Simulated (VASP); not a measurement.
# PbS (Fm-3m) in VASP: notebook

Aim: see how the results for PbS move with the level of theory and the settings. Levels: PBE+D3(BJ), RPBE. Tasks: single point, relaxation of cell and atoms.

All numbers are computed with VASP 6.6.1; they aren't measurements. Logs are shortened: lines on timing, memory, paths and dates and some standing lists are left out, and cuts for length are marked.

### Step 1. The cell of the first run

Symmetry: Fm-3m, No. 225, cubic system. Conventional cell: a = 5.995 Å, b = 5.995 Å, c = 5.995 Å, α = 90.00°, β = 90.00°, γ = 90.00°. Within 3.9 Å of Pb (site symmetry m-3m) lie 6 S at 3.00 Å. Within 3.9 Å of S (site symmetry m-3m) lie 6 Pb at 3.00 Å.

### Step 2. Single point, PBE+D3(BJ) (26.93 Å³/atom)

File INCAR:

```
ALGO = Normal ; EDIFF = 1E-7
ENCUT = 520 ; GGA = PE
ISIF = 2 ; ISMEAR = 0
IVDW = 12 ; LASPH = True
LCHARG = False ; LREAL = False
LWAVE = False ; NBANDS = 17
NELM = 100 ; PREC = Accurate
SIGMA = 0.02
```

File KPOINTS:

```
k-points
0
Gamma
  10 10 10
```

File POSCAR:

```
PbS
1.0
    0.0000000000      2.9973156932      2.9973156932
    2.9973156932      0.0000000000      2.9973156932
    2.9973156932      2.9973156932      0.0000000000
Pb S
1 1
Direct
    0.0000000000      0.0000000000      0.0000000000
    0.5000000000      0.5000000000      0.5000000000
```

Potentials or basis: VASP PAW PBE potentials, release 64 (Pb_d, S).

Launch:

```bash
$ cat potpaw_PBE.64/Pb_d/POTCAR potpaw_PBE.64/S/POTCAR > POTCAR
$ mpirun -np 1 vasp_std > vasp.out
```

OUTCAR:

```text
EDIFF = 1E-7
   ENCUT = 520
   GGA = PE
   ISIF = 2
   ISMEAR = 0
   IVDW = 12
   LASPH = True
   LREAL = False
   NELM = 100
   PREC = Accurate
 IVDW          = 12

 ion  position               nearest neighbor table
   1  0.000  0.000  0.000-   2 3.00   2 3.00   2 3.00   2 3.00   2 3.00   2 3.00
   2  0.500  0.500  0.500-   1 3.00   1 3.00   1 3.00   1 3.00   1 3.00   1 3.00

  LATTYP: Found a face centered cubic cell.
 ALAT       =     5.9946313864

  Lattice vectors:

 A1 = (   0.0000000000,   2.9973156932,   2.9973156932)
 A2 = (   2.9973156932,   0.0000000000,   2.9973156932)
 A3 = (   2.9973156932,   2.9973156932,   0.0000000000)

Analysis of symmetry for initial positions (statically):
=====================================================================
 Subroutine PRICEL returns:
 Original cell was already a primitive cell.

 Routine SETGRP: Setting up the symmetry group for a
 face centered cubic supercell.

 Subroutine GETGRP returns: Found 48 space group operations
 (whereof 48 operations were pure point group operations)
 out of a pool of 48 trial point group operations.

The static configuration has the point symmetry O_h .

Analysis of symmetry for dynamics (positions and initial velocities):
=====================================================================
 Subroutine PRICEL returns:
 Original cell was already a primitive cell.

 Routine SETGRP: Setting up the symmetry group for a
 face centered cubic supercell.

 Subroutine GETGRP returns: Found 48 space group operations
 (whereof 48 operations were pure point group operations)
 out of a pool of 48 trial point group operations.

The dynamic configuration has the point symmetry O_h .

 Subroutine INISYM returns: Found 48 space group operations
 (whereof 48 operations are pure point group operations),
 and found     1 'primitive' translations

----------------------------------------------------------------------------------------

                                     Primitive cell

  volume of cell :      53.8552

  direct lattice vectors                    reciprocal lattice vectors
     0.000000000  2.997315693  2.997315693    -0.166815928  0.166815928  0.166815928
     2.997315693  0.000000000  2.997315693     0.166815928 -0.166815928  0.166815928
     2.997315693  2.997315693  0.000000000     0.166815928  0.166815928 -0.166815928

  length of vectors
     4.238844504  4.238844504  4.238844504     0.288933663  0.288933663  0.288933663

  position of ions in fractional coordinates (direct lattice)
     0.000000000  0.000000000  0.000000000
     0.500000000  0.500000000  0.500000000

  ion indices of the primitive-cell ions
   primitive index   ion index
                 1           1
                 2           2

----------------------------------------------------------------------------------------

 KPOINTS: k-points

Automatic generation of k-mesh.
 Grid dimensions read from file:
 generate k-points for:   10   10   10

 Generating k-lattice:

  Cartesian coordinates                     Fractional coordinates (reciprocal lattice)
    -0.016681593  0.016681593  0.016681593     0.100000000  0.000000000  0.000000000
     0.016681593 -0.016681593  0.016681593     0.000000000  0.100000000  0.000000000
     0.016681593  0.016681593 -0.016681593     0.000000000  0.000000000  0.100000000

  Length of vectors
     0.028893366  0.028893366  0.028893366

  Shift w.r.t. Gamma in fractional coordinates (k-lattice)
     0.000000000  0.000000000  0.000000000

 Subroutine IBZKPT returns following result:
 ===========================================

 Found     47 irreducible k-points:

 Following reciprocal coordinates:
            Coordinates               Weight
  0.000000  0.000000  0.000000      1.000000
  0.100000  0.000000  0.000000      8.000000
  0.200000  0.000000  0.000000      8.000000
  0.300000  0.000000  0.000000      8.000000
  0.400000  0.000000  0.000000      8.000000
  0.500000  0.000000  0.000000      4.000000
[... 16 lines left out ...]
  0.300000  0.300000  0.000000      6.000000
  0.400000  0.300000  0.000000     24.000000
 [... further k-points ...]
   k-points           NKPTS =     47   k-points in BZ     NKDIM =     47   number of bands    NBANDS=     17
   number of dos      NEDOS =    301   number of ions     NIONS =      2
   total plane-waves  NPLWV =  32768
   dimension x,y,z NGX =    32 NGY =   32 NGZ =   32
   dimension x,y,z NGXF=    64 NGYF=   64 NGZF=   64
   ions per type =               1   1
   NGX,Y,Z   is equivalent  to a cutoff of  12.55, 12.55, 12.55 a.u.
   NGXF,Y,Z  is equivalent  to a cutoff of  25.10, 25.10, 25.10 a.u.
 SYSTEM =  unknown system
   PREC   = accura    normal or accurate (medium, high low for compatibility)
   ISTART =      0    job   : 0-new  1-cont  2-samecut
   ICHARG =      2    charge: 1-file 2-atom 10-const
   ISPIN  =      1    spin polarized calculation?
   LNONCOLLINEAR =      F non collinear calculations
   LSORBIT =      F    spin-orbit coupling
   LASPH  =      T    aspherical Exc in radial PAW
   ENCUT  =  520.0 eV  38.22 Ry    6.18 a.u.   7.88  7.88  7.88*2*pi/ulx,y,z
   NELM   =    100;   NELMIN=  2; NELMDL= -5     # of ELM steps
   EDIFF  = 0.1E-06   stopping-criterion for ELM
   LREAL  =      F    real-space projection
   EDIFFG = 0.1E-05   stopping-criterion for IOM
   NSW    =      0    number of steps for IOM
   IBRION =     -1    ionic relax: 0-MD 1-quasi-New 2-CG
   NFREE  =      0    steps in history (QN), initial steepest desc. (CG)
   ISIF   =      2    stress and relaxation
   ISYM   =      2    0-nonsym 1-usesym 2-fastsym
   POTIM  = 0.5000    time-step for ionic-motion
   TEBEG  =    0.0;   TEEND  =   0.0 temperature during run
   PSTRESS=    0.0 pullay stress
   NELECT =      20.0000    total number of electrons
   NUPDOWN=      -1.0000    fix difference up-down
   EMIN   =  10.00;   EMAX   =-10.00  energy-range for DOS
   EFERMI =   0.00;   METHOD = LEGACY
   ISMEAR =     0;   SIGMA  =   0.02  broadening in eV -4-tet -1-fermi 0-gaus
   EFERMI_NEDOS =   21; number of points for ismear=-14 and -15
   IALGO  =     38    algorithm
   IMIX   =      4    mixing-type and parameters
     AMIX     =   0.40;   BMIX     =  1.00
     AMIX_MAG =   1.60;   BMIX_MAG =  1.00
  volume/ion in A,a.u.               =      26.93       181.72
  Fermi-wavevector in a.u.,A,eV,Ry     =   1.176727  2.223691 18.839799  1.384686
  Thomas-Fermi vector in A             =   2.313086
   LORBIT       =      0    0 simple, 1 ext, 2 COOP (PROOUT), +10 PAW based schemes
   GGA     = PE    functional components
   LHFCALC =     F    Hartree Fock is set to
   AEXX    =    0.0000 exact exchange contribution
   IVDW    =    12    specifies the selected vdW correction
   LEPSILON=     F    determine dielectric tensor
   LRPA    =     F    only Hartree local field effects (RPA)
 non-spin polarized calculation
 Gauss-broadening in eV      SIGMA  =   0.02
  energy-cutoff  :      520.00
  volume of cell :       53.86
 maximum number of plane-waves:      1467
   NGX = 15   NGY = 15   NGZ = 15

 number of electron      20.0000002 magnetization

 Free energy of the ion-electron system (eV)
  ---------------------------------------------------
  ext. energy  EPLUGINS =         0.00000000
  ---------------------------------------------------
  free energy    TOTEN  =        -8.76905865 eV

  energy without entropy =       -8.76905865  energy(sigma->0) =       -8.76905865

 E-fermi :   5.5184     XC(G=0):  -9.5336

 val. band max:        5.3785540835   @ k =   0.5000   0.0000   0.0000
 cond. band min:       5.8540562052   @ k =   0.5000   0.0000   0.0000
 fundamental gap:      0.4755021217
 Fermi energy:         5.5184151760

 k-point     1 :       0.0000    0.0000    0.0000
  band No.  band energies     occupation
      1     -11.3657      2.00000
      2     -11.3657      2.00000
      3     -11.3657      2.00000
      4     -11.3485      2.00000
      5     -11.3485      2.00000
      6      -7.9046      2.00000
[... 9 lines left out ...]
     16      12.2211      0.00000
     17      14.1590      0.00000

 k-point     2 :       0.1000    0.0000    0.0000
  band No.  band energies     occupation
      1     -11.3652      2.00000
      2     -11.3635      2.00000
      3     -11.3635      2.00000
      4     -11.3493      2.00000
      5     -11.3493      2.00000
      6      -7.8231      2.00000
[... 9 lines left out ...]
     16      12.4622      0.00000
     17      14.9494      0.00000

 k-point     3 :       0.2000    0.0000    0.0000
  band No.  band energies     occupation
      1     -11.3641      2.00000
      2     -11.3636      2.00000
      3     -11.3636      2.00000
      4     -11.3456      2.00000
      5     -11.3456      2.00000
      6      -7.5903      2.00000
[... 9 lines left out ...]
     16      13.0294      0.00000
     17      16.4033      0.00000

 k-point     4 :       0.3000    0.0000    0.0000
  band No.  band energies     occupation
      1     -11.3700      2.00000
      2     -11.3700      2.00000
      3     -11.3630      2.00000
      4     -11.3350      2.00000
      5     -11.3350      2.00000
      6      -7.2485      2.00000
[... 9 lines left out ...]
     16      13.8664      0.00000
     17      17.6040      0.00000
[... 343 lines left out ...]
      1     -11.3752      2.00000
      2     -11.3634      2.00000
      3     -11.3596      2.00000
      4     -11.3459      2.00000
      5     -11.3340      2.00000
      6      -7.1268      2.00000
[... 9 lines left out ...]
     16      15.2507      0.00000
     17      15.6653      0.00000

 k-point    23 :       0.3000    0.3000    0.0000
  band No.  band energies     occupation
      1     -11.4197      2.00000
      2     -11.3802      2.00000
      3     -11.3335      2.00000
      4     -11.3310      2.00000
      5     -11.3310      2.00000
      6      -7.0094      2.00000
[... 9 lines left out ...]
     16      15.8673      0.00000
     17      16.2601      0.00000

 k-point    24 :       0.4000    0.3000    0.0000
  band No.  band energies     occupation
      1     -11.4370      2.00000
      2     -11.3801      2.00000
      3     -11.3365      2.00000
      4     -11.3253      2.00000
      5     -11.3206      2.00000
      6      -6.7414      2.00000
[... 9 lines left out ...]
     16      16.3558      0.00000
     17      17.0128      0.00000

 [... further k-points ...]

------------------------ aborting loop because EDIFF is reached ----------------------------------------

 Edisp (eV)   -0.67248

 E8    (eV) :    -0.3031

  FORCE on cell =-STRESS in cart. coord.  units (eV):
  Direction    XX          YY          ZZ          XY          YZ          ZX
  --------------------------------------------------------------------------------------
  -------------------------------------------------------------------------------------
  Total      -0.57137    -0.57137    -0.57137     0.00000     0.00000     0.00000
  in kB     -16.99798   -16.99798   -16.99798     0.00000     0.00000     0.00000
  external pressure =      -17.00 kB  Pullay stress =        0.00 kB

 VOLUME and BASIS-vectors are now :
 -----------------------------------------------------------------------------
  energy-cutoff  :      520.00
  volume of cell :       53.86
      direct lattice vectors                 reciprocal lattice vectors
     0.000000000  2.997315693  2.997315693    -0.166815928  0.166815928  0.166815928
     2.997315693  0.000000000  2.997315693     0.166815928 -0.166815928  0.166815928
     2.997315693  2.997315693  0.000000000     0.166815928  0.166815928 -0.166815928

 POSITION                                       TOTAL-FORCE (eV/Angst)
 -----------------------------------------------------------------------------------
      0.00000      0.00000      0.00000        -0.000000      0.000000      0.000000
      2.99732      2.99732      2.99732         0.000000     -0.000000     -0.000000
 -----------------------------------------------------------------------------------
    total drift:                                0.000000     -0.000000     -0.000000

  FREE ENERGIE OF THE ION-ELECTRON SYSTEM (eV)
  ---------------------------------------------------
  free  energy   TOTEN  =        -9.4415412420 eV

  energy  without entropy=       -9.4415412420  energy(sigma->0) =       -9.44154124
```

It took 49 s on 1 thread of AMD EPYC 7R13, shared host; peak memory 0.18 GiB.

Results:

| Item | Value |
| --- | --- |
| Free energy | -9.4415 eV |
| Pressure | -1.7 GPa |
| Band gap on the k mesh | 0.48 eV |
| Dispersion energy per atom | -0.336 eV |

Levels at points of the mesh, in eV from the valence-band top:
| k point | band 8 | band 9 | band 10 | band 11 | band 12 | band 13 |
| --- | --- | --- | --- | --- | --- | --- |
| (0.00, 0.00, 0.00) | -1.98 | -1.98 | -1.98 | 5.15 | 5.15 | 5.15 |
| (0.50, 0.00, 0.00) | -1.62 | -1.62 | 0.00 | 0.48 | 2.06 | 2.06 |
| (0.50, 0.50, 0.00) | -4.89 | -3.20 | -3.20 | 4.03 | 5.50 | 5.60 |

Caveat: spin-orbit coupling is left out, which moves the levels of the heavy elements.

(Part 1 of 2 ends here.)
